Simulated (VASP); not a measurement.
# Te (Im-3m) in VASP: notebook

Runs on Te. Level: PBE. Tasks: single point, relaxation of cell and atoms.

All numbers are computed with VASP 6.6.1; they aren't measurements. Logs are shortened: lines on timing, memory, paths and dates and some standing lists are left out, and cuts for length are marked.

## 1. The cell of the first run

It takes space group Im-3m (No. 229, cubic). Conventional cell: a = 3.852 Å, b = 3.852 Å, c = 3.852 Å, α = 90.00°, β = 90.00°, γ = 90.00°. Te (site symmetry m-3m) has 14 Te at 3.34 to 3.85 Å within 4.4 Å.

## 2. Single point, PBE

Contents of INCAR:

```
SYSTEM = Te
PREC = Accurate
ENCUT = 520
EDIFF = 1E-6
ISMEAR = -1
SIGMA = 0.05
LREAL = .False.
LASPH = .True.
NELM = 80
ALGO = Normal
ISIF = 2
LWAVE = .False.
LCHARG = .False.
GGA = PE
NBANDS = 9
```

Contents of KPOINTS:

```
Automatic mesh
0
Gamma
  15 15 15
  0 0 0
```

Contents of POSCAR:

```
Te
1.0
   -1.9260310110      1.9260310110      1.9260310110
    1.9260310110     -1.9260310110      1.9260310110
    1.9260310110      1.9260310110     -1.9260310110
Te
1
Direct
    0.0000000000      0.0000000000      0.0000000000
```

Potentials or basis: VASP PAW PBE potentials, release 64 (Te).

On the command line:

```sh
cat potpaw_PBE.64/Te/POTCAR > POTCAR
mpirun -np 1 vasp_std > vasp.out
```

OUTCAR:

```text
SYSTEM = Te
   PREC = Accurate
   ENCUT = 520
   EDIFF = 1E-6
   ISMEAR = -1
   LREAL = .False.
   LASPH = .True.
   NELM = 80
   ISIF = 2
   GGA = PE

 ion  position               nearest neighbor table
   1  0.000  0.000  0.000-

  LATTYP: Found a body centered cubic cell.
 ALAT       =     3.8520620220

  Lattice vectors:

 A1 = (  -1.9260310110,   1.9260310110,   1.9260310110)
 A2 = (   1.9260310110,  -1.9260310110,   1.9260310110)
 A3 = (   1.9260310110,   1.9260310110,  -1.9260310110)

Analysis of symmetry for initial positions (statically):
=====================================================================
 Subroutine PRICEL returns:
 Original cell was already a primitive cell.

 Routine SETGRP: Setting up the symmetry group for a
 body centered cubic supercell.

 Subroutine GETGRP returns: Found 48 space group operations
 (whereof 48 operations were pure point group operations)
 out of a pool of 48 trial point group operations.

The static configuration has the point symmetry O_h .

Analysis of symmetry for dynamics (positions and initial velocities):
=====================================================================
 Subroutine PRICEL returns:
 Original cell was already a primitive cell.

 Routine SETGRP: Setting up the symmetry group for a
 body centered cubic supercell.

 Subroutine GETGRP returns: Found 48 space group operations
 (whereof 48 operations were pure point group operations)
 out of a pool of 48 trial point group operations.

The dynamic configuration has the point symmetry O_h .

 Subroutine INISYM returns: Found 48 space group operations
 (whereof 48 operations are pure point group operations),
 and found     1 'primitive' translations

----------------------------------------------------------------------------------------

                                     Primitive cell

  volume of cell :      28.5792

  direct lattice vectors                    reciprocal lattice vectors
    -1.926031011  1.926031011  1.926031011     0.000000000  0.259601220  0.259601220
     1.926031011 -1.926031011  1.926031011     0.259601220  0.000000000  0.259601220
     1.926031011  1.926031011 -1.926031011     0.259601220  0.259601220  0.000000000

  length of vectors
     3.335983568  3.335983568  3.335983568     0.367131566  0.367131566  0.367131566

  position of ions in fractional coordinates (direct lattice)
     0.000000000  0.000000000  0.000000000

  ion indices of the primitive-cell ions
   primitive index   ion index
                 1           1

----------------------------------------------------------------------------------------

 KPOINTS: Automatic mesh

Automatic generation of k-mesh.
 Grid dimensions read from file:
 generate k-points for:   15   15   15

 Generating k-lattice:

  Cartesian coordinates                     Fractional coordinates (reciprocal lattice)
     0.000000000  0.017306748  0.017306748     0.066666667  0.000000000  0.000000000
     0.017306748  0.000000000  0.017306748     0.000000000  0.066666667  0.000000000
     0.017306748  0.017306748  0.000000000     0.000000000  0.000000000  0.066666667

  Length of vectors
     0.024475438  0.024475438  0.024475438

  Shift w.r.t. Gamma in fractional coordinates (k-lattice)
     0.000000000  0.000000000  0.000000000

 Subroutine IBZKPT returns following result:
 ===========================================

 Found    120 irreducible k-points:

 Following reciprocal coordinates:
            Coordinates               Weight
  0.000000  0.000000  0.000000      1.000000
  0.066667  0.000000  0.000000     12.000000
  0.133333  0.000000  0.000000     12.000000
  0.200000  0.000000  0.000000     12.000000
  0.266667  0.000000  0.000000     12.000000
  0.333333  0.000000  0.000000     12.000000
[... 16 lines left out ...]
  0.333333  0.200000  0.000000     48.000000
  0.400000  0.200000  0.000000     24.000000
 [... further k-points ...]
   k-points           NKPTS =    120   k-points in BZ     NKDIM =    120   number of bands    NBANDS=      9
   number of dos      NEDOS =    301   number of ions     NIONS =      1
   total plane-waves  NPLWV =  21952
   dimension x,y,z NGX =    28 NGY =   28 NGZ =   28
   dimension x,y,z NGXF=    56 NGYF=   56 NGZF=   56
   ions per type =               1
   NGX,Y,Z   is equivalent  to a cutoff of  13.95, 13.95, 13.95 a.u.
   NGXF,Y,Z  is equivalent  to a cutoff of  27.91, 27.91, 27.91 a.u.
 SYSTEM =  Te
   PREC   = accura    normal or accurate (medium, high low for compatibility)
   ISTART =      0    job   : 0-new  1-cont  2-samecut
   ICHARG =      2    charge: 1-file 2-atom 10-const
   ISPIN  =      1    spin polarized calculation?
   LNONCOLLINEAR =      F non collinear calculations
   LSORBIT =      F    spin-orbit coupling
   LASPH  =      T    aspherical Exc in radial PAW
   ENCUT  =  520.0 eV  38.22 Ry    6.18 a.u.   6.20  6.20  6.20*2*pi/ulx,y,z
   NELM   =     80;   NELMIN=  2; NELMDL= -5     # of ELM steps
   EDIFF  = 0.1E-05   stopping-criterion for ELM
   LREAL  =      F    real-space projection
   EDIFFG = 0.1E-04   stopping-criterion for IOM
   NSW    =      0    number of steps for IOM
   IBRION =     -1    ionic relax: 0-MD 1-quasi-New 2-CG
   NFREE  =      0    steps in history (QN), initial steepest desc. (CG)
   ISIF   =      2    stress and relaxation
   ISYM   =      2    0-nonsym 1-usesym 2-fastsym
   POTIM  = 0.5000    time-step for ionic-motion
   TEBEG  =    0.0;   TEEND  =   0.0 temperature during run
   PSTRESS=    0.0 pullay stress
   NELECT =       6.0000    total number of electrons
   NUPDOWN=      -1.0000    fix difference up-down
   EMIN   =  10.00;   EMAX   =-10.00  energy-range for DOS
   EFERMI =   0.00;   METHOD = LEGACY
   ISMEAR =    -1;   SIGMA  =   0.05  broadening in eV -4-tet -1-fermi 0-gaus
   EFERMI_NEDOS =   21; number of points for ismear=-14 and -15
   IALGO  =     38    algorithm
   IMIX   =      4    mixing-type and parameters
     AMIX     =   0.40;   BMIX     =  1.00
     AMIX_MAG =   1.60;   BMIX_MAG =  1.00
  volume/ion in A,a.u.               =      28.58       192.86
  Fermi-wavevector in a.u.,A,eV,Ry     =   0.972991  1.838686 12.880781  0.946711
  Thomas-Fermi vector in A             =   2.103334
   LORBIT       =      0    0 simple, 1 ext, 2 COOP (PROOUT), +10 PAW based schemes
   GGA     = PE    functional components
   LHFCALC =     F    Hartree Fock is set to
   AEXX    =    0.0000 exact exchange contribution
   IVDW    =     0    specifies the selected vdW correction
   LEPSILON=     F    determine dielectric tensor
   LRPA    =     F    only Hartree local field effects (RPA)
 non-spin polarized calculation
  energy-cutoff  :      520.00
  volume of cell :       28.58
 maximum number of plane-waves:       782
 NGX is ok and might be reduce to    28
   NGX = 13   NGY = 13   NGZ = 13

 number of electron       6.0000000 magnetization

 Free energy of the ion-electron system (eV)
  ---------------------------------------------------
  ext. energy  EPLUGINS =         0.00000000
  ---------------------------------------------------
  free energy    TOTEN  =        -2.82894902 eV

  energy without entropy =       -2.81955078  energy(sigma->0) =       -2.82424990

 E-fermi :   7.8006     XC(G=0): -10.0595

 val. band max:        7.7784823035   @ k =  -0.2667   0.2667   0.2000
 cond. band min:       7.8131144080   @ k =  -0.4000   0.4000   0.0667
 fundamental gap:      0.0346321045
 Fermi energy:         7.8006079815

 k-point     1 :       0.0000    0.0000    0.0000
  band No.  band energies     occupation
      1      -6.0402      2.00000
      2      10.7478      0.00000
      3      10.7478      0.00000
      4      10.7478      0.00000
      5      17.5507      0.00000
      6      17.6580      0.00000
      7      17.6580      0.00000
      8      17.6580      0.00000
      9      19.7064      0.00000

 k-point     2 :       0.0667    0.0000    0.0000
  band No.  band energies     occupation
      1      -5.9600      2.00000
      2      10.1686      0.00000
      3      10.5443      0.00000
      4      10.7075      0.00000
      5      17.1995      0.00000
      6      17.2120      0.00000
      7      17.9985      0.00000
      8      18.0856      0.00000
      9      18.9354      0.00000

 k-point     3 :       0.1333    0.0000    0.0000
  band No.  band energies     occupation
      1      -5.7214      2.00000
      2       8.8164      0.00000
      3      10.0423      0.00000
      4      10.5915      0.00000
      5      16.1905      0.00000
      6      16.4564      0.00000
      7      18.7014      0.00000
      8      18.7123      0.00000
      9      18.9110      0.00000

 k-point     4 :       0.2000    0.0000    0.0000
  band No.  band energies     occupation
      1      -5.3318      2.00000
      2       7.1912      1.99999
      3       9.4323      0.00000
      4      10.4169      0.00000
      5      15.2295      0.00000
      6      15.7535      0.00000
      7      18.6101      0.00000
      8      19.0537      0.00000
      9      20.2017      0.00000
[... 205 lines left out ...]
 k-point    22 :       0.2667    0.2000   -0.0000
  band No.  band energies     occupation
      1      -3.4546      2.00000
      2       3.5723      2.00000
      3       6.0696      2.00000
      4       9.0547      0.00000
      5      14.8837      0.00000
      6      16.5475      0.00000
      7      19.2060      0.00000
      8      20.8060      0.00000
      9      22.4814      0.00000

 k-point    23 :       0.3333    0.2000    0.0000
  band No.  band energies     occupation
      1      -2.9450      2.00000
      2       2.8154      2.00000
      3       5.6027      2.00000
      4       8.8996      0.00000
      5      14.7524      0.00000
      6      16.9571      0.00000
      7      19.2483      0.00000
      8      20.4601      0.00000
      9      23.5101      0.00000

 k-point    24 :       0.4000    0.2000    0.0000
  band No.  band energies     occupation
      1      -2.7295      2.00000
      2       2.5068      2.00000
      3       5.4535      2.00000
      4       8.8463      0.00000
      5      14.7012      0.00000
      6      17.1538      0.00000
      7      19.5886      0.00000
      8      19.7584      0.00000
      9      25.0382      0.00000

 [... further k-points ...]
[... 5 lines left out ...]
  --------------------------------------------------------------------------------------
  -------------------------------------------------------------------------------------
  Total       -0.0157406     -0.0157406     -0.0157406      0.0000000      0.0000000     -0.0000000
  in kB       -0.8824331     -0.8824331     -0.8824331      0.0000000      0.0000000     -0.0000000
  external PRESSURE =      -0.8824331 kB  Pullay stress =       0.0000000 kB

 VOLUME and BASIS-vectors are now :
 -----------------------------------------------------------------------------
  energy-cutoff  :      520.00
  volume of cell :       28.58
      direct lattice vectors                 reciprocal lattice vectors
    -1.926031011  1.926031011  1.926031011     0.000000000  0.259601220  0.259601220
     1.926031011 -1.926031011  1.926031011     0.259601220  0.000000000  0.259601220
     1.926031011  1.926031011 -1.926031011     0.259601220  0.259601220  0.000000000

 POSITION                                       TOTAL-FORCE (eV/Angst)
 -----------------------------------------------------------------------------------
      0.00000      0.00000      0.00000         0.000000     -0.000000     -0.000000
 -----------------------------------------------------------------------------------
    total drift:                               -0.000000      0.000000      0.000000

  FREE ENERGIE OF THE ION-ELECTRON SYSTEM (eV)
  ---------------------------------------------------
  free  energy   TOTEN  =        -2.8289490220 eV

  energy  without entropy=       -2.8195507782  energy(sigma->0) =       -2.82424990
```

Wall time 30 s (1 thread of Intel Xeon 6975P-C, shared host); peak memory 0.17 GiB.

What came out:

* Free energy: -2.8289 eV
* Pressure: -0.1 GPa
* Band gap on the k mesh: zero (band 3 reaches 10.75 eV, above the bottom of band 4 at 4.91 eV)

Levels at points of the mesh, in eV from the Fermi level:
```csv
k point,band 1,band 2,band 3,band 4,band 5,band 6
"(0.00, 0.00, 0.00)",-13.84,2.95,2.95,2.95,9.75,9.86
```

Caveat: spin-orbit coupling is left out, which moves the levels of the heavy elements.

(Part 1 of 2 ends here.)
